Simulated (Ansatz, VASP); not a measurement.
## HfC5 in VASP and in Ansatz

```
CELL_PARAMETERS angstrom
4.98418 0.00000 0.00000
-2.49209 4.31643 0.00000
0.00000 0.00000 4.14935
ATOMIC_POSITIONS crystal
Hf 0.00000 0.00000 0.00000
C 0.00000 0.50000 0.50000
C 0.33333 0.66667 0.00000
C 0.66667 0.33333 0.00000
C 0.50000 0.00000 0.50000
C 0.50000 0.50000 0.50000
```

Change from the starting cell: species swapped into the DyRh5 type (P6/mmm, No. 191).

Alike in both runs: task relaxation of cell and atoms; functional PBE; k mesh 6 × 6 × 4; occupations gaussian, width 0.1 eV; no spin polarisation.

```csv
,VASP,Ansatz
version,VASP 6.6.1,Ansatz 0.2.0
potentials or method,"VASP PAW PBE potentials, release 64 (Hf_pv, C), cutoff 600 eV","scalar-relativistic, plane waves, PAW"
valence electrons in the cell,30,46
```

```csv
,VASP,Ansatz,Ansatz less VASP
"gap on the k mesh at the Fermi level, each at its own relaxed structure (eV)",none,none,-
relaxed volume (Å³/atom),7.82,7.89,+0.062
relaxed length of the cell vector where the two differ most in proportion (Å),4.593,4.606,+0.0125
```

A gap of «none» marks a metal or a gap that the smearing closes. VASP's potentials hold 30 valence electrons a cell and Ansatz's 46, so a difference there can come from the potentials and not from the codes.

The k mesh is coarse, so the values compare programs but aren't converged. Spin-orbit coupling is off throughout. Noted on VASP's run: the volume moved by over 15 % at a fixed basis, so the end points are rough.
